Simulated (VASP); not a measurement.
A run of VASP 6.6.1 is set up as follows.

POSCAR

```
Rh
1.0
    0.0000000000      1.9228245745      1.9228245745
    1.9228245745      0.0000000000      1.9228245745
    1.9228245745      1.9228245745      0.0000000000
Rh
1
Direct
    0.0000000000      0.0000000000      0.0000000000
```

INCAR.step1

```
ALGO = Normal ; EDIFF = 1E-4
ENCUT = 520 ; GGA = PE
ISMEAR = -1 ; LASPH = T
LCHARG = F ; LREAL = F
LWAVE = T ; NBANDS = 14
NELM = 80 ; PREC = Accurate
SIGMA = 0.05
```

INCAR.step2

```
ALGO = Normal ; EDIFF = 1E-6
ENCUT = 520 ; ISIF = 2
ISMEAR = -1 ; ISTART = 1
LASPH = T ; LCHARG = F
LMIXTAU = T ; LREAL = F
LWAVE = F ; METAGGA = R2SCAN
NBANDS = 14 ; NELM = 80
PREC = Accurate ; SIGMA = 0.05
```

The input KPOINTS:

```
k-points
0
Gamma
  12 12 12
```

Potentials or basis: VASP PAW PBE potentials, release 64 (Rh_pv).

Launch:

```console
$ cat potpaw_PBE.64/Rh_pv/POTCAR > POTCAR
$ cp INCAR.step1 INCAR
$ mpirun -np 1 vasp_std > vasp.out
$ cp INCAR.step2 INCAR
$ mpirun -np 1 vasp_std > vasp.out
```

(1) Predict the pressure.

Results:

(1) -8.4 GPa.

Caveat: the PAW data sets were made with another functional, which shifts forces and pressure a little.
